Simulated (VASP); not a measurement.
Si16O (a cell with a defect), 17 atoms in the cell. The cell holds a defect, 17 atoms: a = 7.685 Å, b = 7.685 Å, c = 7.685 Å, α = 60.00°, β = 60.00°, γ = 60.00°.  This cell differs from its parent crystal: with an interstitial atom, then relaxed in part.

- Program: VASP 6.6.1
- Task: single point
- Functional: PBEsol
- Potentials or basis: VASP PAW PBE potentials, release 64 (Si, O)
- Cutoff: 520 eV
- k mesh: 3 × 3 × 3
- Occupations: gaussian, width 0.02 eV
- Spin: no spin polarisation
- Dipole correction: no
- Further INCAR settings: LREAL = Auto; ALGO = Normal; EDIFF = 1e-06; NBANDS = 49

Potentials or basis: VASP PAW PBE potentials, release 64 (Si, O).

The run is started by

```bash
$ cat potpaw_PBE.64/Si/POTCAR potpaw_PBE.64/O/POTCAR > POTCAR
$ mpirun -np 1 vasp_std > vasp.out
```

Hardware: 1 thread of Intel(R) Xeon(R) 6975P-C (Granite Rapids), on a shared host.

Q: How long does it take, and how much memory?

A: It took 2.6 min on 1 thread of Intel(R) Xeon(R) 6975P-C (Granite Rapids), on a shared host, peak memory 0.52 GiB. Counts: scf iterations 15, k points 14.
